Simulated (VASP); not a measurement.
A run of VASP 6.6.1 is set up as follows.

Contents of INCAR:

```
  ALGO = Fast
  EDIFF = 1E-6
  ENCUT = 520
  GGA = PS
  ISIF = 2
  ISMEAR = 0
  LASPH = True
  LCHARG = False
  LREAL = False
  LWAVE = False
  NBANDS = 11
  NELM = 100
  PREC = Accurate
  SIGMA = 0.15
```

File KPOINTS:

```
k-points
0
Gamma
  24 24 24
```

File POSCAR:

```
Pt
1.0
   -1.7560295328      1.5887886249      1.5887886249
    1.5887886249     -1.7560295328      1.5887886249
    1.5887886249      1.5887886249     -1.7560295328
Pt
1
Direct
    0.0000000000      0.0000000000      0.0000000000
```

Potentials or basis: VASP PAW PBE potentials, release 64 (Pt).

Run with:

```sh
$ cat potpaw_PBE.64/Pt/POTCAR > POTCAR
$ mpirun -np 1 vasp_std > vasp.out
```

Task: Predict the pressure.

Result: 0.4 GPa.

Task: Estimate the band gap on the k mesh.

Result: Zero (band 5 reaches 11.63 eV, above the bottom of band 6 at 8.27 eV).

Stress tensor (GPa, compression positive):
```
 0.41 21.53 21.53
21.53  0.41 21.53
21.53 21.53  0.41
```

Caveat: the PAW data sets were made with another functional, which shifts forces and pressure a little; spin-orbit coupling is left out, which moves the levels of the heavy elements.
